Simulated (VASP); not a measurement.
Here is a VASP 6.6.1 calculation.

The input INCAR:

```
SYSTEM = AlNi
ALGO = Fast ; EDIFF = 1E-6
ENCUT = 520 ; GGA = PE
ISIF = 2 ; ISMEAR = 0
LASPH = .TRUE. ; LCHARG = .TRUE.
LELF = .TRUE. ; LREAL = .FALSE.
LVHAR = .TRUE. ; LWAVE = .FALSE.
NBANDS = 14 ; NELM = 60
PREC = Accurate ; SIGMA = 0.15
```

The input KPOINTS:

```
k-points
0
G
  20 20 20
  0 0 0
```

The input POSCAR:

```
AlNi
1.0
    2.7484293516      0.0000000000      0.0000000000
    0.0000000000      2.7484293516      0.0000000000
    0.0000000000      0.0000000000      2.7484293516
Al Ni
1 1
Direct
    0.0000000000      0.0000000000      0.0000000000
    0.5000000000      0.5000000000      0.5000000000
```

Potentials or basis: VASP PAW PBE potentials, release 64 (Al, Ni).

The run is started by

```bash
$ cat potpaw_PBE.64/Al/POTCAR potpaw_PBE.64/Ni/POTCAR > POTCAR
$ mpirun -np 1 vasp_std > vasp.out
```

Question: Estimate the pressure.

Answer: 34.1 GPa.

Question: Estimate the band gap on the k mesh.

Answer: Zero (an odd number of electrons rules out a gap without spin polarisation).

Caveat: the cell differs from its parent crystal (strain -0.050 along x and y, -0.050 along z); the cell stands under pressure. Spin polarisation is off, so any magnetic state and its effect on volume and gap are missing.
